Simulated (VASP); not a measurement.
A run of VASP 6.6.1:

File INCAR:

```
SYSTEM = MoS2
ALGO = Normal
EDIFF = 1E-6
ENCUT = 520
GGA = PE
ISIF = 2
ISMEAR = 0
LASPH = .TRUE.
LCHARG = .TRUE.
LELF = .TRUE.
LREAL = .FALSE.
LVHAR = .TRUE.
LWAVE = .FALSE.
NBANDS = 20
NELM = 100
PREC = Accurate
SIGMA = 0.01
```

KPOINTS

```
k-points
0
G
  8 8 8
  0 0 0
```

POSCAR

```
MoS2
1.0
    1.5875907347      0.9165959380      6.1939395993
   -1.5875907347      0.9165959380      6.1939395993
    0.0000000000     -1.8331918760      6.1939395993
Mo S
1 2
Direct
   -0.0000146007     -0.0000146007     -0.0000146007
    0.4170015121      0.4170015121      0.4170015121
    0.2496797553      0.2496797553      0.2496797553
```

Potentials or basis: VASP PAW PBE potentials, release 64 (Mo_sv, S).

Launch:

```console
$ cat potpaw_PBE.64/Mo_sv/POTCAR potpaw_PBE.64/S/POTCAR > POTCAR
$ mpirun -np 1 vasp_std > vasp.out
```

Hardware: 1 thread of AMD EPYC 7R13 Processor (Zen 3), with other jobs on the host.

Problem. Estimate the wall time of this run.

Solution. Run time: 2.5 min on 1 thread of AMD EPYC 7R13 Processor (Zen 3), with other jobs on the host, peak memory 0.31 GiB. Counts: scf iterations 14, k points 65.
